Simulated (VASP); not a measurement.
Set up this calculation in VASP 6.6.1, as the native input.

```yaml
Task: single point
Functional: PBE
Potentials_or_basis: VASP PAW PBE potentials, release 64 (Er_3, Be), 4f in core
Cutoff: 600 eV
k_mesh: 6 × 6 × 6
Occupations: gaussian, width 0.1 eV
Spin: no spin polarisation
Dipole_correction: no
Mended: yes
Further_INCAR_settings: ALGO = Normal; EDIFF = 1e-06; NBANDS = 12
```

The structure of ErBe lies in POSCAR:

```
ErBe
1.0
    3.3654211622      0.0000000000      0.0000000000
    0.0000000000      3.3654211622      0.0000000000
    0.0000000000      0.0000000000      3.3654211622
Er Be
1 1
Direct
    0.5000000000      0.5000000000      0.5000000000
    0.0000000000      0.0000000000      0.0000000000
```

The cell was built from a structure type or drawn by symmetry, and may not be a known phase.

The input as run:

INCAR

```
PREC = Accurate ; ENCUT = 600
EDIFF = 1E-6 ; ISMEAR = 0
SIGMA = 0.1 ; LREAL = False
LASPH = True ; NELM = 200
ALGO = Normal ; ISIF = 2
LWAVE = False ; LCHARG = False
GGA = PE ; NBANDS = 12
GGA_COMPAT = False ; LMAXMIX = 6
```

KPOINTS

```
Automatic mesh
0
Gamma
  6 6 6
```

Potentials or basis: VASP PAW PBE potentials, release 64 (Er_3, Be), 4f in core.

The run is started by

```sh
$ cat potpaw_PBE.64/Er_3/POTCAR potpaw_PBE.64/Be/POTCAR > POTCAR
$ mpirun -np 1 vasp_std > vasp.out
```

It gave:

```json
{"Pressure": "0.7 GPa", "Band gap on the k mesh": "zero (an odd number of electrons rules out a gap without spin polarisation)"}
```

Caveat: spin-orbit coupling is left out, which moves the levels of the heavy elements; the 4f electrons are frozen in the core, so they carry no moment and show no levels.

Wall time 15 s on 1 thread of AMD EPYC 7R43 64-Core Processor (Zen 3), with other jobs on the host, peak memory 0.13 GiB.
